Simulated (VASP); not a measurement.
Here is a VASP 6.6.1 calculation.

Contents of POSCAR:

```
Ir
1.0
    0.0000000000      1.9232426895      1.9232426895
    1.9232426895      0.0000000000      1.9232426895
    1.9232426895      1.9232426895      0.0000000000
Ir
1
Direct
    0.0000000000      0.0000000000      0.0000000000
```

INCAR.step1

```
ALGO = Normal
EDIFF = 1E-4
ENCUT = 520
GGA = PE
ISMEAR = -1
LASPH = True
LCHARG = False
LREAL = False
LWAVE = True
NBANDS = 10
NELM = 60
PREC = Accurate
SIGMA = 0.1
```

File INCAR.step2:

```
ALGO = Normal
EDIFF = 1E-6
ENCUT = 520
ISIF = 2
ISMEAR = -1
ISTART = 1
LASPH = True
LCHARG = True
LELF = True
LMIXTAU = True
LREAL = False
LVHAR = True
LWAVE = False
METAGGA = R2SCAN
NBANDS = 10
NELM = 60
PREC = Accurate
SIGMA = 0.1
```

The input KPOINTS:

```
k-points
0
Gamma
  15 15 15
```

Potentials or basis: VASP PAW PBE potentials, release 64 (Ir).

Run with:

```console
$ cat potpaw_PBE.64/Ir/POTCAR > POTCAR
$ cp INCAR.step1 INCAR
$ mpirun -np 1 vasp_std > vasp.out
$ cp INCAR.step2 INCAR
$ mpirun -np 1 vasp_std > vasp.out
```

Q: Predict the pressure.

A: 1.9 GPa.

Caveat: the PAW data sets were made with another functional, which shifts forces and pressure a little.
